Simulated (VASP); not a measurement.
Here is a VASP 6.6.1 calculation.

POSCAR

```
BP
1.0
    0.0000000000      2.2690000000      2.2690000000
    2.2690000000      0.0000000000      2.2690000000
    2.2690000000      2.2690000000      0.0000000000
B P
1 1
Direct
    0.0000000000      0.0000000000      0.0000000000
    0.2500000000      0.2500000000      0.2500000000
```

File INCAR.step1:

```
SYSTEM = BP
  PREC = Accurate
  ENCUT = 600
  ISMEAR = 1
  SIGMA = 0.02
  LREAL = .False.
  LASPH = .True.
  NELM = 100
  GGA = PE
  ALGO = Normal
  EDIFF = 1E-4
  LWAVE = .True.
  LCHARG = .False.
```

The input INCAR.step2:

```
SYSTEM = BP
  PREC = Accurate
  ENCUT = 600
  EDIFF = 1E-6
  ISMEAR = 1
  SIGMA = 0.02
  LREAL = .False.
  LASPH = .True.
  NELM = 100
  ALGO = Normal
  ISIF = 3
  LWAVE = .False.
  LCHARG = .False.
  METAGGA = R2SCAN
  LMIXTAU = .True.
  LUSE_VDW = .True.
  IVDW_NL = 2
  BPARAM = 11.95
  CPARAM = 0.0093
  IBRION = 2
  NSW = 80
  EDIFFG = -0.01
  ISTART = 1
```

KPOINTS

```
Automatic mesh
0
Gamma
  8 8 8
  0 0 0
```

Potentials or basis: VASP PAW PBE potentials, release 64 (B, P).

Run with:

```bash
$ cat potpaw_PBE.64/B/POTCAR potpaw_PBE.64/P/POTCAR > POTCAR
$ cp INCAR.step1 INCAR
$ mpirun -np 1 vasp_std > vasp.out
$ cp INCAR.step2 INCAR
$ mpirun -np 1 vasp_std > vasp.out
```

(1) Predict the relaxed cell.

(2) What does it give for the space group after relaxing (to 0.05 Å)?

(3) What does it give for the band gap on the k mesh?

(4) Estimate the relaxed volume.

Answers

(1) a = 3.201 Å, b = 3.201 Å, c = 3.201 Å, α = 60.00°, β = 60.00°, γ = 60.00°.

(2) F-43m (No. 216).

(3) 1.44 eV, indirect (least direct gap 3.65 eV).

(4) 11.60 Å³/atom.

Caveat: the PAW data sets were made with another functional, which shifts forces and pressure a little.
